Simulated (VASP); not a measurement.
Mg: single point with r2SCAN

The system is Mg.

```xyz
1
Lattice="3.0144 0.0000 0.0000 0.0000 3.0144 0.0000 0.0000 0.0000 3.0144" Properties=species:S:1:pos:R:3 pbc="T T T"
Mg    0.0000    0.0000    0.0000
```

```
Program                : VASP 6.6.1
Task                   : single point
Functional             : r2SCAN
Potentials or basis    : VASP PAW PBE potentials, release 64 (Mg)
Cutoff                 : 660 eV
k mesh                 : 6 × 6 × 6
Occupations            : fermi-dirac, width 0.1 eV
Spin                   : no spin polarisation
Dipole correction      : no
Further INCAR settings : ALGO = Normal; EDIFF = 1e-06; NBANDS = 7
```

```
Pressure               : -0.4 GPa
Band gap on the k mesh : zero (band 1 reaches 6.67 eV, above the bottom of band 2 at -0.47 eV)
```

Levels at points of the mesh, in eV from the Fermi level:
| k point | band 1 | band 2 | band 3 | band 4 |
| --- | --- | --- | --- | --- |
| (0.00, 0.00, 0.00) | -6.61 | 8.75 | 8.75 | 10.34 |
| (0.50, 0.00, 0.00) | -2.33 | -2.16 | 11.37 | 14.04 |
| (0.50, 0.50, 0.00) | 1.43 | 1.43 | 2.53 | 2.82 |
| (0.50, 0.50, 0.50) | 4.98 | 4.98 | 4.98 | 6.09 |

It took 12 s on 1 thread of Intel(R) Xeon(R) 6975P-C (Granite Rapids), with other jobs on the host, peak memory 0.15 GiB.

Caveat: the PAW data sets were made with another functional, which shifts forces and pressure a little.
